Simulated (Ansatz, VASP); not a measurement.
**One calculation of Cl, two programs**

INCAR

```
  PREC = Accurate
  ENCUT = 500
  EDIFF = 1E-6
  ISMEAR = 0
  SIGMA = 0.1
  LREAL = F
  LASPH = T
  NELM = 120
  ALGO = Normal
  ISIF = 2
  LWAVE = F
  LCHARG = F
  GGA = PS
  NBANDS = 22
  GGA_COMPAT = F
```

Contents of KPOINTS:

```
regular mesh
0
Gamma
  6 6 2
```

POSCAR

```
Cl
1.0
    3.5192448840      0.0000000000      0.0000000000
   -1.7596224420      3.0477554717      0.0000000000
    0.0000000000      0.0000000000     11.3502593544
Cl
4
Direct
    0.0000000000      0.0000000000      0.0000000000
    0.0000000000      0.0000000000      0.5000000000
    0.3333333333      0.6666666667      0.7500000000
    0.6666666667      0.3333333333      0.2500000000
```

Input for Ansatz:

```yaml
crystal:
  lattice:
    - [3.519244884, 0.0, 0.0]
    - [-1.759622442, 3.0477554717, 0.0]
    - [0.0, 0.0, 11.3502593544]
  atoms:
    - { symbol: Cl, position: [0.0, 0.0, 0.0] }
    - { symbol: Cl, position: [0.0, 0.0, 0.5] }
    - { symbol: Cl, position: [0.3333333333, 0.6666666667, 0.75] }
    - { symbol: Cl, position: [0.6666666667, 0.3333333333, 0.25] }
basis:
  ecutwfc: 420
kpoints:
  mp_grid: { grid: [6, 6, 2] }
hamiltonian:
  xc: pbesol
scf:
  occupations: { method: gaussian, width: 0.1 }
  lower_state_search: "off"
output:
  forces: true
  stress: true
  eigenvalues: true
```

Alike in both runs: task single point; functional PBEsol; k mesh 6 × 6 × 2; occupations gaussian, width 0.1 eV; no spin polarisation.

|  | VASP | Ansatz |
| --- | --- | --- |
| version | VASP 6.6.1 | Ansatz 0.2.0 |
| potentials or method | VASP PAW PBE potentials, release 64 (Cl), cutoff 500 eV | scalar-relativistic, plane waves, PAW |
| valence electrons in the cell | 28 | 28 |

Ansatz gave:

| Quantity | Value |
| --- | --- |
| gap on the k mesh at the Fermi level (eV) | none |
| pressure (GPa) | -5.6 |
| traceless stress, the component that is largest in VASP (GPa) | -0.32 |

Which values does VASP return?

gap on the k mesh at the Fermi level (eV): none; pressure (GPa): -5.7; traceless stress, the component that is largest in VASP (GPa): -0.32.

VASP's potentials were made for PBE, not for PBEsol. A gap of «none» marks a metal or a gap that the smearing closes.
